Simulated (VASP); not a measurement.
Runs of VASP 6.6.1 on CuAu. The structure is that of space group P4/mmm (No. 123), or close to it. The cells are those of the table. 

| task | cell | k mesh | cutoff (eV) | smearing | gap on the mesh (eV) | pressure (GPa) | relaxed volume (Å³/atom) |
| --- | --- | --- | --- | --- | --- | --- | --- |
| relaxation of cell and atoms | relaxed from a = 2.811, b = 2.811, c = 3.685 Å, 2 atoms | 14 × 14 × 12 | 600 | gaussian 0.1 eV | none | 0.0 | 14.22 |
| single point | a = 2.817, b = 2.817, c = 3.584 Å, 2 atoms | 16 × 16 × 12 | 520 | fermi-dirac 0.15 eV | none | 0.0 | - |
| single point | a = 2.834, b = 2.834, c = 3.538 Å, 2 atoms | 14 × 14 × 12 | 520 | gaussian 0.1 eV | none | 0.0 | - |
| relaxation of cell and atoms | relaxed from a = 2.834, b = 2.834, c = 3.538 Å, 2 atoms | 16 × 16 × 12 | 600 | fermi-dirac 0.15 eV | none | 0.0 | (a) |

Alike in all rows: level PBEsol; potentials or basis VASP PAW PBE potentials, release 64 (Cu, Au); no spin polarisation.

Question: Estimate the missing entries.

Answer: (a) 14.23.

Caveats: the PAW data sets were made with another functional, which shifts forces and pressure a little; spin-orbit coupling is left out, which moves the levels of the heavy elements.

A k mesh can miss the band edges, and the runs leave out spin-orbit coupling on Au.

A gap of «none» marks levels without a gap at the run's occupations.
